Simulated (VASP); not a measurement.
Mo3W: single point with PBE

Mo3W:

```
Mo W
1.0
     4.01113    0.00000    0.00000
     0.00000    4.01113    0.00000
     0.00000    0.00000    4.01113
Mo W
3 1
Direct
  0.00000 0.50000 0.50000
  0.50000 0.00000 0.50000
  0.50000 0.50000 0.00000
  0.00000 0.00000 0.00000
```

```yaml
Program: VASP 6.6.1
Task: single point
Functional: PBE
Potentials_or_basis: VASP PAW PBE potentials, release 64 (Mo_sv, W_sv)
Cutoff: 520 eV
k_mesh: 12 × 12 × 12
Occupations: gaussian, width 0.1 eV
Spin: no spin polarisation
```

| Quantity | Value |
| --- | --- |
| Pressure | 0.5 GPa |
| Band gap on the k mesh | zero (band 28 reaches 13.55 eV, above the bottom of band 29 at 11.05 eV) |

Levels at points of the mesh, in eV from the Fermi level:
| k point | band 26 | band 27 | band 28 | band 29 | band 30 | band 31 |
| --- | --- | --- | --- | --- | --- | --- |
| (0.00, 0.00, 0.00) | -0.66 | 2.10 | 2.10 | 3.79 | 3.79 | 3.79 |
| (0.50, 0.00, 0.00) | -1.79 | 0.04 | 0.04 | 1.20 | 1.20 | 1.27 |
| (0.50, 0.50, 0.00) | -1.75 | -1.71 | -1.66 | 0.58 | 0.58 | 0.58 |
| (0.50, 0.50, 0.50) | -0.84 | -0.81 | -0.81 | 1.26 | 1.26 | 1.26 |

It took 83 s on 1 thread of Intel(R) Xeon(R) 6975P-C (Granite Rapids), with other jobs on the host, peak memory 0.27 GiB.

Caveat: spin-orbit coupling is left out, which moves the levels of the heavy elements.
